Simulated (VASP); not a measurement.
Input of a VASP 6.6.1 run:

File INCAR:

```
SYSTEM = Rh
PREC = Accurate
ENCUT = 450
EDIFF = 1E-7
ISMEAR = 0
SIGMA = 0.1
LREAL = .False.
LASPH = .True.
NELM = 120
ALGO = Normal
ISIF = 2
LWAVE = .False.
LCHARG = .False.
LDIPOL = .True.
IDIPOL = 3
DIPOL = 0.5 0.5 0.500
GGA = CA
IBRION = 2
NSW = 80
EDIFFG = -0.02
GGA_COMPAT = .False.
NELMIN = 4
NELMDL = -8
```

File KPOINTS:

```
regular mesh
0
Gamma
  15 15 1
  0 0 0
```

The input POSCAR:

```
Rh
1.0
    2.6542592381      0.0000000000      0.0000000000
   -1.3271296191      2.2986559285      0.0000000000
    0.0000000000      0.0000000000     25.8359679642
Rh
6
Direct
    0.6666666667      0.3333333333      0.2902929749
    0.3333333333      0.6666666667      0.3741757849
    0.0000000000      0.0000000000      0.4580585950
    0.6666666667      0.3333333333      0.5419414050
    0.3333333333      0.6666666667      0.6258242151
    0.0000000000      0.0000000000      0.7097070251
```

Potentials or basis: VASP PAW LDA potentials, release 64 (Rh_pv).

Run with:

```console
$ cat potpaw_LDA.64/Rh_pv/POTCAR > POTCAR
$ mpirun -np 1 vasp_std > vasp.out
```

**Question.** Predict the band gap on the k mesh.

**Answer.** Zero (bands 45 and 46 overlap by 1.81 eV).

**Question.** Estimate the energy gained by relaxing.

**Answer.** 2.6 meV/atom.

Forces in eV/Å, atoms in the order of the input:
```
Rh   0.000  0.000 -0.003
Rh   0.000  0.000  0.007
Rh   0.000  0.000 -0.002
Rh   0.000  0.000  0.002
Rh   0.000  0.000 -0.007
Rh   0.000  0.000  0.003
```
